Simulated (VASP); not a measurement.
# Hf2Si (I4/mcm) in VASP: further runs

Runs on Hf2Si. Level: PBEsol. Tasks: single point.

Program: VASP 6.6.1. These are calculated values, not measurements. Logs are shortened: lines on timing, memory, paths and dates and some standing lists are left out, and cuts for length are marked.

## (1) The cell of the first run

The structure is tetragonal, space group I4/mcm (No. 140). The conventional cell has a = 6.551 Å, b = 6.551 Å, c = 5.166 Å, α = 90.00°, β = 90.00°, γ = 90.00°. Hf (site symmetry m2m) has 4 Si at 2.79 Å and 11 Hf at 2.90 to 3.50 Å within 3.7 Å. Si (site symmetry 422) has 2 Si at 2.58 Å and 8 Hf at 2.79 Å within 3.4 Å.

## (2) Single point, PBEsol

Contents of INCAR:

```
SYSTEM = Hf2Si
PREC     = Accurate       ! precision mode
ENCUT    = 520            ! plane-wave cutoff, eV
EDIFF    = 1E-7           ! SCF threshold, eV
ISMEAR   = 0              ! smearing method
SIGMA    = 0.1            ! smearing width, eV
LREAL    = .FALSE.        ! projectors in reciprocal space
LASPH    = .TRUE.         ! aspherical terms in the spheres
NELM     = 60             ! most SCF steps
ALGO     = Fast           ! electronic algorithm
ISIF     = 2              ! what is computed and relaxed
LWAVE    = .FALSE.        ! write WAVECAR
LCHARG   = .FALSE.        ! write CHGCAR
GGA      = PS             ! functional
NBANDS   = 33             ! bands
```

Contents of KPOINTS:

```
Automatic mesh
0
G
  8 8 8
  0 0 0
```

Contents of POSCAR:

```
Hf2Si
1.0
   -3.2753522240      3.2753522240      2.5828233930
    3.2753522240     -3.2753522240      2.5828233930
    3.2753522240      3.2753522240     -2.5828233930
Hf Si
4 2
Direct
    0.8435136200      0.6564863800      0.5000000000
    0.3435136200      0.8435136200      0.1870272400
    0.1564863800      0.3435136200      0.5000000000
    0.6564863800      0.1564863800      0.8129727600
    0.7500000000      0.7500000000      0.0000000000
    0.2500000000      0.2500000000      0.0000000000
```

Potentials or basis: VASP PAW PBE potentials, release 64 (Hf_pv, Si).

The run is started by

```
$ cat potpaw_PBE.64/Hf_pv/POTCAR potpaw_PBE.64/Si/POTCAR > POTCAR
$ mpirun -np 1 vasp_std > vasp.out
```

OUTCAR:

```text
SYSTEM = Hf2Si
   PREC = Accurate
   ENCUT = 520
   EDIFF = 1E-7
   ISMEAR = 0
   LREAL = .FALSE.
   LASPH = .TRUE.
   NELM = 60
   ISIF = 2
   GGA = PS

 ion  position               nearest neighbor table
   1  0.844  0.656  0.500-   6 2.79   5 2.79   5 2.79   6 2.79   3 2.90   3 3.11   3 3.11   4 3.30
                             2 3.30   4 3.30   2 3.30   4 3.50   2 3.50   2 3.50   4 3.50
   2  0.344  0.844  0.187-   5 2.79   6 2.79   6 2.79   5 2.79   4 2.90   4 3.11   4 3.11   1 3.30
                             3 3.30   3 3.30   1 3.30   1 3.50   3 3.50   1 3.50   3 3.50
   3  0.156  0.344  0.500-   5 2.79   6 2.79   6 2.79   5 2.79   1 2.90   1 3.11   1 3.11   4 3.30
                             2 3.30   4 3.30   2 3.30   4 3.50   2 3.50   4 3.50   2 3.50
   4  0.656  0.156  0.813-   5 2.79   6 2.79   6 2.79   5 2.79   2 2.90   2 3.11   2 3.11   1 3.30
                             3 3.30   3 3.30   1 3.30   1 3.50   3 3.50   1 3.50   3 3.50
   5  0.750  0.750  0.000-   6 2.58   6 2.58   2 2.79   4 2.79   4 2.79   2 2.79   1 2.79   1 2.79
                             3 2.79   3 2.79
   6  0.250  0.250  0.000-   5 2.58   5 2.58   2 2.79   4 2.79   4 2.79   2 2.79   3 2.79   1 2.79
                             1 2.79   3 2.79

  LATTYP: Found a body centered tetragonal cell.
 ALAT       =     6.5507044480
 C/A-ratio  =     0.7885635548

  Lattice vectors:

 A1 = (  -3.2753522240,   3.2753522240,   2.5828233930)
 A2 = (   3.2753522240,  -3.2753522240,   2.5828233930)
 A3 = (   3.2753522240,   3.2753522240,  -2.5828233930)

Analysis of symmetry for initial positions (statically):
=====================================================================
 Subroutine PRICEL returns:
 Original cell was already a primitive cell.

 Routine SETGRP: Setting up the symmetry group for a
 body centered tetragonal supercell.

 Subroutine GETGRP returns: Found 16 space group operations
 (whereof  8 operations were pure point group operations)
 out of a pool of 16 trial point group operations.

The static configuration has the point symmetry C_4h.
 The point group associated with its full space group is D_4h.

Analysis of symmetry for dynamics (positions and initial velocities):
=====================================================================
 Subroutine PRICEL returns:
 Original cell was already a primitive cell.

 Routine SETGRP: Setting up the symmetry group for a
 body centered tetragonal supercell.

 Subroutine GETGRP returns: Found 16 space group operations
 (whereof  8 operations were pure point group operations)
 out of a pool of 16 trial point group operations.

The dynamic configuration has the point symmetry C_4h.
 The point group associated with its full space group is D_4h.

 Subroutine INISYM returns: Found 16 space group operations
 (whereof  8 operations are pure point group operations),
 and found     1 'primitive' translations

----------------------------------------------------------------------------------------

                                     Primitive cell

  volume of cell :     110.8334

  direct lattice vectors                    reciprocal lattice vectors
    -3.275352224  3.275352224  2.582823393     0.000000000  0.152655338  0.193586600
     3.275352224 -3.275352224  2.582823393     0.152655338  0.000000000  0.193586600
     3.275352224  3.275352224 -2.582823393     0.152655338  0.152655338  0.000000000

  length of vectors
     5.303474433  5.303474433  5.303474433     0.246534833  0.246534833  0.215887249

  position of ions in fractional coordinates (direct lattice)
     0.843513620  0.656486380  0.500000000
     0.343513620  0.843513620  0.187027240
     0.156486380  0.343513620  0.500000000
     0.656486380  0.156486380  0.812972760
     0.750000000  0.750000000  0.000000000
     0.250000000  0.250000000  0.000000000

  ion indices of the primitive-cell ions
   primitive index   ion index
                 1           1
                 2           2
                 3           3
                 4           4
                 5           5
                 6           6

----------------------------------------------------------------------------------------

 KPOINTS: Automatic mesh

Automatic generation of k-mesh.
 Grid dimensions read from file:
 generate k-points for:    8    8    8

 Generating k-lattice:

  Cartesian coordinates                     Fractional coordinates (reciprocal lattice)
     0.000000000  0.019081917  0.024198325     0.125000000 -0.000000000  0.000000000
     0.019081917  0.000000000  0.024198325    -0.000000000  0.125000000  0.000000000
     0.019081917  0.019081917  0.000000000     0.000000000  0.000000000  0.125000000

  Length of vectors
     0.030816854  0.030816854  0.026985906

  Shift w.r.t. Gamma in fractional coordinates (k-lattice)
     0.000000000  0.000000000  0.000000000

 Subroutine IBZKPT returns following result:
 ===========================================

 Found     59 irreducible k-points:

 Following reciprocal coordinates:
            Coordinates               Weight
  0.000000  0.000000  0.000000      1.000000
  0.125000  0.000000 -0.000000      8.000000
  0.250000  0.000000 -0.000000      8.000000
  0.375000  0.000000 -0.000000      8.000000
  0.500000  0.000000 -0.000000      4.000000
  0.125000  0.125000 -0.000000      8.000000
[... 16 lines left out ...]
  0.250000  0.125000  0.125000     16.000000
  0.375000  0.125000  0.125000      8.000000
 [... further k-points ...]
   k-points           NKPTS =     59   k-points in BZ     NKDIM =     59   number of bands    NBANDS=     33
   number of dos      NEDOS =    301   number of ions     NIONS =      6
   total plane-waves  NPLWV =  64000
   dimension x,y,z NGX =    40 NGY =   40 NGZ =   40
   dimension x,y,z NGXF=    80 NGYF=   80 NGZF=   80
   ions per type =               4   2
   NGX,Y,Z   is equivalent  to a cutoff of  12.54, 12.54, 12.54 a.u.
   NGXF,Y,Z  is equivalent  to a cutoff of  25.08, 25.08, 25.08 a.u.
 SYSTEM =  Hf2Si
   PREC   = accura    normal or accurate (medium, high low for compatibility)
   ISTART =      0    job   : 0-new  1-cont  2-samecut
   ICHARG =      2    charge: 1-file 2-atom 10-const
   ISPIN  =      1    spin polarized calculation?
   LNONCOLLINEAR =      F non collinear calculations
   LSORBIT =      F    spin-orbit coupling
   LASPH  =      T    aspherical Exc in radial PAW
   ENCUT  =  520.0 eV  38.22 Ry    6.18 a.u.   9.86  9.86  9.86*2*pi/ulx,y,z
   NELM   =     60;   NELMIN=  2; NELMDL= -5     # of ELM steps
   EDIFF  = 0.1E-06   stopping-criterion for ELM
   LREAL  =      F    real-space projection
   EDIFFG = 0.1E-05   stopping-criterion for IOM
   NSW    =      0    number of steps for IOM
   IBRION =     -1    ionic relax: 0-MD 1-quasi-New 2-CG
   NFREE  =      0    steps in history (QN), initial steepest desc. (CG)
   ISIF   =      2    stress and relaxation
   ISYM   =      2    0-nonsym 1-usesym 2-fastsym
   POTIM  = 0.5000    time-step for ionic-motion
   TEBEG  =    0.0;   TEEND  =   0.0 temperature during run
   PSTRESS=    0.0 pullay stress
   NELECT =      48.0000    total number of electrons
   NUPDOWN=      -1.0000    fix difference up-down
   EMIN   =  10.00;   EMAX   =-10.00  energy-range for DOS
   EFERMI =   0.00;   METHOD = LEGACY
   ISMEAR =     0;   SIGMA  =   0.10  broadening in eV -4-tet -1-fermi 0-gaus
   EFERMI_NEDOS =   21; number of points for ismear=-14 and -15
   IALGO  =     68    algorithm
   IMIX   =      4    mixing-type and parameters
     AMIX     =   0.40;   BMIX     =  1.00
     AMIX_MAG =   1.60;   BMIX_MAG =  1.00
  volume/ion in A,a.u.               =      18.47       124.66
  Fermi-wavevector in a.u.,A,eV,Ry     =   1.238602  2.340618 20.873162  1.534134
  Thomas-Fermi vector in A             =   2.373120
   LORBIT       =      0    0 simple, 1 ext, 2 COOP (PROOUT), +10 PAW based schemes
   GGA     = PS    functional components
   LHFCALC =     F    Hartree Fock is set to
   AEXX    =    0.0000 exact exchange contribution
   IVDW    =     0    specifies the selected vdW correction
   LEPSILON=     F    determine dielectric tensor
   LRPA    =     F    only Hartree local field effects (RPA)
 non-spin polarized calculation
 RMM-DIIS sequential band-by-band and
 Gauss-broadening in eV      SIGMA  =   0.10
  energy-cutoff  :      520.00
  volume of cell :      110.83
 maximum number of plane-waves:      3018
   NGX = 19   NGY = 19   NGZ = 19

 number of electron      48.0000004 magnetization

 Free energy of the ion-electron system (eV)
  ---------------------------------------------------
  ext. energy  EPLUGINS =         0.00000000
  ---------------------------------------------------
  free energy    TOTEN  =       -58.28756632 eV

  energy without entropy =      -58.27496118  energy(sigma->0) =      -58.28126375

 E-fermi :   5.9825     XC(G=0): -11.6494

 val. band max:        5.9682656174   @ k =   0.2500   0.1250  -0.0000
 cond. band min:       5.9833836823   @ k =   0.5000   0.5000   0.5000
 fundamental gap:      0.0151180649
 Fermi energy:         5.9824604169

 k-point     1 :       0.0000    0.0000    0.0000
  band No.  band energies     occupation
      1     -24.2912      2.00000
      2     -24.2835      2.00000
      3     -24.1694      2.00000
      4     -24.1694      2.00000
      5     -24.1337      2.00000
      6     -24.1337      2.00000
[... 25 lines left out ...]
     32       9.4263      0.00000
     33      10.2039      0.00000

 k-point     2 :       0.1250    0.0000   -0.0000
  band No.  band energies     occupation
      1     -24.3121      2.00000
      2     -24.2858      2.00000
      3     -24.2026      2.00000
      4     -24.1894      2.00000
      5     -24.0991      2.00000
      6     -24.0892      2.00000
[... 25 lines left out ...]
     32       9.9545      0.00000
     33      10.4581      0.00000

 k-point     3 :       0.2500    0.0000   -0.0000
  band No.  band energies     occupation
      1     -24.3456      2.00000
      2     -24.3128      2.00000
      3     -24.2248      2.00000
      4     -24.1619      2.00000
      5     -24.0611      2.00000
      6     -24.0493      2.00000
[... 25 lines left out ...]
     32      10.2041      0.00000
     33      10.4706      0.00000

 k-point     4 :       0.3750    0.0000   -0.0000
  band No.  band energies     occupation
      1     -24.3629      2.00000
      2     -24.3436      2.00000
      3     -24.2047      2.00000
      4     -24.1262      2.00000
      5     -24.0665      2.00000
      6     -24.0337      2.00000
[... 25 lines left out ...]
     32       9.8234      0.00000
     33      10.4469      0.00000

 k-point     5 :       0.5000    0.0000   -0.0000
  band No.  band energies     occupation
      1     -24.3614      2.00000
      2     -24.3614      2.00000
      3     -24.1475      2.00000
      4     -24.1475      2.00000
      5     -24.0603      2.00000
      6     -24.0603      2.00000
[... 604 lines left out ...]
 k-point    22 :       0.1250    0.1250    0.1250
  band No.  band energies     occupation
      1     -24.3370      2.00000
      2     -24.3172      2.00000
      3     -24.2216      2.00000
      4     -24.1346      2.00000
      5     -24.0782      2.00000
      6     -24.0683      2.00000
[... 25 lines left out ...]
     32      10.4448      0.00000
     33      10.5716      0.00000

 k-point    23 :       0.2500    0.1250    0.1250
  band No.  band energies     occupation
      1     -24.3473      2.00000
      2     -24.3355      2.00000
      3     -24.2209      2.00000
      4     -24.1226      2.00000
      5     -24.0623      2.00000
      6     -24.0525      2.00000
[... 25 lines left out ...]
     32       9.8963      0.00000
     33      10.1983      0.00000

 k-point    24 :       0.3750    0.1250    0.1250
  band No.  band energies     occupation
      1     -24.3446      2.00000
      2     -24.3446      2.00000
      3     -24.1789      2.00000
      4     -24.1789      2.00000
      5     -24.0591      2.00000
      6     -24.0591      2.00000
[... 25 lines left out ...]
     32       9.6080      0.00000
     33      10.0304      0.00000

 [... further k-points ...]

------------------------ aborting loop because EDIFF is reached ----------------------------------------

  FORCE on cell =-STRESS in cart. coord.  units (eV):
  Direction    XX          YY          ZZ          XY          YZ          ZX
  --------------------------------------------------------------------------------------
  -------------------------------------------------------------------------------------
  Total       -1.8289642     -1.8289642     -1.6982197      0.0000000      0.0000000      0.0000000
  in kB      -26.4390018    -26.4390018    -24.5489956      0.0000000      0.0000000      0.0000000
  external PRESSURE =     -25.8089997 kB  Pullay stress =       0.0000000 kB

 VOLUME and BASIS-vectors are now :
 -----------------------------------------------------------------------------
  energy-cutoff  :      520.00
  volume of cell :      110.83
      direct lattice vectors                 reciprocal lattice vectors
    -3.275352224  3.275352224  2.582823393     0.000000000  0.152655338  0.193586600
     3.275352224 -3.275352224  2.582823393     0.152655338  0.000000000  0.193586600
     3.275352224  3.275352224 -2.582823393     0.152655338  0.152655338  0.000000000

 POSITION                                       TOTAL-FORCE (eV/Angst)
 -----------------------------------------------------------------------------------
      1.02510      2.25026      2.58282         0.020935     -0.020935     -0.000000
      2.25026     -1.02510      2.58282        -0.020935     -0.020935      0.000000
      2.25026      1.02510      0.00000        -0.020935      0.020935     -0.000000
      1.02510      4.30045     -0.00000         0.020935      0.020935     -0.000000
      0.00000      0.00000      3.87424        -0.000000      0.000000     -0.000000
      0.00000      0.00000      1.29141        -0.000000      0.000000     -0.000000
 -----------------------------------------------------------------------------------
    total drift:                               -0.000000      0.000000     -0.000000

  FREE ENERGIE OF THE ION-ELECTRON SYSTEM (eV)
  ---------------------------------------------------
  free  energy   TOTEN  =       -58.2875663182 eV

  energy  without entropy=      -58.2749611767  energy(sigma->0) =      -58.28126375
```

Wall time 5.1 min (1 thread of Intel Xeon 6975P-C (Granite Rapids), shared host); peak memory 0.35 GiB.

What came out:

| Quantity | Value |
| --- | --- |
| Free energy | -58.2876 eV |
| Pressure | -2.6 GPa |
| Largest force | 0.030 eV/Å |
| Band gap on the k mesh | zero (bands 24 and 25 overlap by 0.72 eV) |

Forces in eV/Å, atoms in the order of the input:
```
Hf   0.021 -0.021  0.000
Hf  -0.021 -0.021  0.000
Hf  -0.021  0.021  0.000
Hf   0.021  0.021  0.000
Si   0.000  0.000  0.000
Si   0.000  0.000  0.000
```

Stress tensor (GPa, compression positive):
```
-2.64  0.00  0.00
 0.00 -2.64  0.00
 0.00  0.00 -2.45
```

Caveat: the PAW data sets were made with another functional, which shifts forces and pressure a little; spin-orbit coupling is left out, which moves the levels of the heavy elements.

## (3) Single point, PBEsol

Contents of INCAR:

```
SYSTEM = Hf2Si
  PREC = Accurate
  ENCUT = 520
  EDIFF = 1E-6
  ISMEAR = 0
  SIGMA = 0.1
  LREAL = .FALSE.
  LASPH = .TRUE.
  NELM = 60
  ALGO = Fast
  ISIF = 2
  LWAVE = .FALSE.
  LCHARG = .TRUE.
  GGA = PS
  LELF = .TRUE.
  LVHAR = .TRUE.
  NBANDS = 33
```

Contents of KPOINTS:

```
Automatic mesh
0
Gamma
  8 8 8
  0.5 0.5 0.5
```

POSCAR is that of step 2.

Potentials or basis: VASP PAW PBE potentials, release 64 (Hf_pv, Si).

The run is started by

```
$ cat potpaw_PBE.64/Hf_pv/POTCAR potpaw_PBE.64/Si/POTCAR > POTCAR
$ mpirun -np 1 vasp_std > vasp.out
```

Run time: 4.6 min. Hardware: 1 thread of Intel Xeon 6975P-C (Granite Rapids), shared host; peak memory 0.34 GiB.

Results (log left out):

| Item | Value |
| --- | --- |
| Free energy | -58.2864 eV |
| Pressure | -2.6 GPa |
| Largest force | 0.041 eV/Å |
| Band gap on the k mesh | zero (bands 24 and 25 overlap by 0.64 eV) |

Forces on the atoms (eV/Å):
```
Hf   0.029 -0.029  0.000
Hf  -0.029 -0.029  0.000
Hf  -0.029  0.029  0.000
Hf   0.029  0.029  0.000
Si   0.000  0.000  0.000
Si   0.000  0.000  0.000
```

Stress tensor (GPa, compression positive):
```
-2.62  0.00  0.00
 0.00 -2.62  0.00
 0.00  0.00 -2.45
```

Levels at points of the mesh, in eV from the Fermi level:
```
           k point  band 20  band 21  band 22  band 23  band 24  band 25  band 26  band 27  band 28  band 29
(0.06, 0.06, 0.06)    -1.58    -1.46    -1.17    -1.05    -0.52     1.40     1.82     1.95     2.36     2.56
```

Caveat: the PAW data sets were made with another functional, which shifts forces and pressure a little; spin-orbit coupling is left out, which moves the levels of the heavy elements.

## (4) Single point, PBEsol

Contents of INCAR:

```
SYSTEM = Hf2Si
PREC = Accurate
ENCUT = 520
EDIFF = 1E-6
ISMEAR = 0
SIGMA = 0.1
LREAL = .False.
LASPH = .True.
NELM = 60
ALGO = Fast
ISIF = 2
LWAVE = .False.
LCHARG = .False.
GGA = PS
NBANDS = 33
```

Contents of KPOINTS:

```
Automatic mesh
0
Gamma
  10 10 10
  0 0 0
```

POSCAR is that of step 3.

The run is started by

```
$ cat potpaw_PBE.64/Hf_pv/POTCAR potpaw_PBE.64/Si/POTCAR > POTCAR
$ mpirun -np 1 vasp_std > vasp.out
```

It took 8 min on 1 thread of Intel Xeon 6975P-C (Granite Rapids), shared host; peak memory 0.44 GiB.

It converged, with:

| Item | Value |
| --- | --- |
| Free energy | -58.2874 eV |
| Pressure | -2.6 GPa |
| Largest force | 0.035 eV/Å |
| Band gap on the k mesh | zero (bands 24 and 25 overlap by 0.79 eV) |

Forces on the atoms (eV/Å):
```
Hf   0.024 -0.024  0.000
Hf  -0.024 -0.024  0.000
Hf  -0.024  0.024  0.000
Hf   0.024  0.024  0.000
Si   0.000  0.000  0.000
Si   0.000  0.000  0.000
```

Stress tensor (GPa, compression positive):
```
-2.66  0.00  0.00
 0.00 -2.66  0.00
 0.00  0.00 -2.46
```

Levels at points of the mesh, in eV from the Fermi level:
| k point | band 21 | band 22 | band 23 | band 24 | band 25 | band 26 | band 27 | band 28 |
| --- | --- | --- | --- | --- | --- | --- | --- | --- |
| (0.00, 0.00, 0.00) | -1.27 | -1.27 | -0.99 | -0.91 | 2.01 | 2.06 | 2.08 | 2.53 |
| (0.50, 0.00, 0.00) | -0.73 | -0.73 | -0.52 | -0.52 | 0.19 | 0.19 | 1.97 | 1.97 |
| (0.50, 0.50, 0.00) | -1.44 | -1.08 | -0.65 | -0.44 | 1.30 | 1.34 | 1.66 | 2.13 |
| (0.50, 0.50, 0.50) | -0.89 | -0.45 | 0.01 | 0.32 | 0.36 | 0.36 | 1.33 | 1.42 |

Caveat: the PAW data sets were made with another functional, which shifts forces and pressure a little; spin-orbit coupling is left out, which moves the levels of the heavy elements.

(Part 1 of 2 ends here.)
